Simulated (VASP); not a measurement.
Mo, 1 atom in the cell. It takes space group Fm-3m (No. 225, cubic). The conventional cell has a = 3.976 Å, b = 3.976 Å, c = 3.976 Å, α = 90.00°, β = 90.00°, γ = 90.00°. Within 3.7 Å of Mo (site symmetry m-3m) lie 12 Mo at 2.81 Å. 

- Program: VASP 6.6.1
- Task: single point
- Functional: PBE
- Potentials or basis: VASP PAW PBE potentials, release 64 (Mo_sv)
- Cutoff: 520 eV
- k mesh: 10 × 10 × 10
- Occupations: gaussian, width 0.05 eV
- Spin: no spin polarisation
- Dipole correction: no
- Further INCAR settings: ALGO = Normal; EDIFF = 1e-07; NBANDS = 13

Potentials or basis: VASP PAW PBE potentials, release 64 (Mo_sv).

Command:

```sh
$ cat potpaw_PBE.64/Mo_sv/POTCAR > POTCAR
$ mpirun -np 1 vasp_std > vasp.out
```

Hardware: 1 thread of Intel(R) Xeon(R) 6975P-C (Granite Rapids) (shared host).

Question: Estimate the wall time of this run.

Answer: Run time: 4.1 s on 1 thread of Intel(R) Xeon(R) 6975P-C (Granite Rapids) (shared host), peak memory 0.13 GiB. Counts: scf iterations 13, k points 47.
